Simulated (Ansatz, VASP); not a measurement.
## Ag: VASP beside Ansatz

File INCAR:

```
PREC = Accurate
ENCUT = 520
EDIFF = 1E-6
ISMEAR = -1
SIGMA = 0.1
LREAL = F
LASPH = T
NELM = 80
ALGO = Normal
ISIF = 2
LWAVE = F
LCHARG = F
GGA = PS
NBANDS = 24
```

KPOINTS

```
regular mesh
0
Gamma
  9 9 13
```

POSCAR

```
Ag
1.0
    4.4898960072      0.0000000000      0.0000000000
   -2.2449480036      3.8883640026      0.0000000000
    0.0000000000      0.0000000000      2.6901856559
Ag
3
Direct
    0.0000000000      1.0000000000      0.0000000000
    0.3333333333      0.6666666667      0.5000000000
    0.6666666667      0.3333333333      0.5000000000
```

Input for Ansatz:

```yaml
crystal:
  lattice:
    - [4.4898960072, 0.0, 0.0]
    - [-2.2449480036, 3.8883640026, 0.0]
    - [0.0, 0.0, 2.6901856559]
  atoms:
    - { symbol: Ag, position: [0.0, 1.0, 0.0] }
    - { symbol: Ag, position: [0.3333333333, 0.6666666667, 0.5] }
    - { symbol: Ag, position: [0.6666666667, 0.3333333333, 0.5] }
hamiltonian:
  xc: pbesol
  pseudopotentials:
    kind: paw
    azcp:
      Ag: "pseudopotentials/Ag.paw.azcp"
basis:
  ecutwfc: 420
  fft_grid_basis: typed
kpoints:
  mp_grid: { grid: [9, 9, 13], shift: [0, 0, 0] }
magnetization:
  spin_polarized: false
scf:
  occupations: { method: fermi_dirac, width: 0.1 }
  lower_state_search: "off"
output:
  stress: true
  write_density: true
  write_potential: true
  elf: true
  volumetric_format: npy
```

Alike in both runs: task single point; functional PBEsol; k mesh 9 × 9 × 13; occupations fermi-dirac, width 0.1 eV; no spin polarisation.

|  | VASP | Ansatz |
| --- | --- | --- |
| version | VASP 6.6.1 | Ansatz 0.2.0 |
| potentials or method | VASP PAW PBE potentials, release 64 (Ag), cutoff 520 eV | plane waves (420 eV) with PAW, scalar-relativistic |
| valence electrons in the cell | 33 | 57 |

Ansatz gave:

* pressure (GPa): 11.9
* traceless stress, the component that is largest in VASP (GPa): -0.41

**Question.** What did VASP give for the same quantities?

**Answer.** Pressure (GPa): 11.5; traceless stress, the component that is largest in VASP (GPa): -0.40.

VASP's potentials were made for PBE, not for PBEsol, and Ansatz warns of the same on its side. VASP's potentials hold 33 valence electrons a cell and Ansatz's 57, so a difference there can come from the potentials and not from the codes.
